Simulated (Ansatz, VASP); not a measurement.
# C: VASP beside Ansatz

```
C
1.0
     1.78014   -1.78014    0.00000
     1.78014    0.00000   -1.78014
     6.94736    6.94736    6.94736
C
12
Direct
  0.66667 0.66667 0.27762
  0.00000 0.00000 0.10680
  0.33333 0.33333 0.44844
  0.66667 0.66667 0.79009
  0.00000 0.00000 0.61926
  0.33333 0.33333 0.96091
  0.66667 0.66667 0.40574
  0.00000 0.00000 0.23491
  0.33333 0.33333 0.57656
  0.66667 0.66667 0.91820
  0.00000 0.00000 0.74738
  0.33333 0.33333 0.06409
```

Alike in both runs: task single point; functional r2SCAN; k mesh 10 × 10 × 2; occupations gaussian, width 0.05 eV; no spin polarisation.

```csv
,VASP,Ansatz
version,VASP 6.6.1,Ansatz 0.2.0
potentials or method,"VASP PAW PBE potentials, release 64 (C), cutoff 520 eV","scalar-relativistic, plane waves, PAW"
valence electrons in the cell,48,48
```

|  | VASP | Ansatz | Ansatz less VASP |
| --- | --- | --- | --- |
| gap on the k mesh at the Fermi level (eV) | 4.11 | 4.14 | +0.030 |
| least direct gap on the mesh (eV) | 5.31 | 5.35 | +0.043 |
| pressure (GPa) | 21.5 | 20.3 | -1.21 |
| traceless stress, the component that is largest in VASP (GPa) | 18.78 | 18.67 | -0.112 |
| rms of the force components (eV/Å) | 3.514 | 3.491 | -0.0228 |

VASP's potentials were made for PBE, not for r2SCAN. Atom by atom the forces differ by 0.023 eV/Å (rms over components).
